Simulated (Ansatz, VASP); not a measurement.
## One calculation of PtS2, two programs

```
S Pt
1.0
     3.54153    0.00000    0.00000
    -1.77076    3.06705    0.00000
     0.00000    0.00000   22.46706
S Pt
4 2
Direct
  0.66667 0.33333 0.20029
  0.33333 0.66667 0.31083
  0.22222 0.77778 0.47730
  0.55556 0.44444 0.58784
  0.00000 0.00000 0.25556
  0.88889 0.11111 0.53257
```

Alike in both runs: task single point; functional PBE; dispersion D3(BJ); k mesh 9 × 9 × 1; occupations gaussian, width 0.05 eV; no spin polarisation.

```csv
,VASP,Ansatz
version,VASP 6.6.1,Ansatz 0.2.0
potentials or method,"VASP PAW PBE potentials, release 64 (S, Pt), cutoff 520 eV","scalar-relativistic, plane waves, PAW"
valence electrons in the cell,44,60
```

|  | VASP | Ansatz | Ansatz less VASP |
| --- | --- | --- | --- |
| gap on the k mesh at the Fermi level (eV) | 1.54 | 1.53 | -0.006 |
| least direct gap on the mesh (eV) | 1.63 | 1.62 | -0.006 |
| rms of the force components (eV/Å) | 0.022 | 0.020 | -0.0022 |

VASP's potentials hold 44 valence electrons a cell and Ansatz's 60, so a difference there can come from the potentials and not from the codes.

Spin-orbit coupling is off throughout.
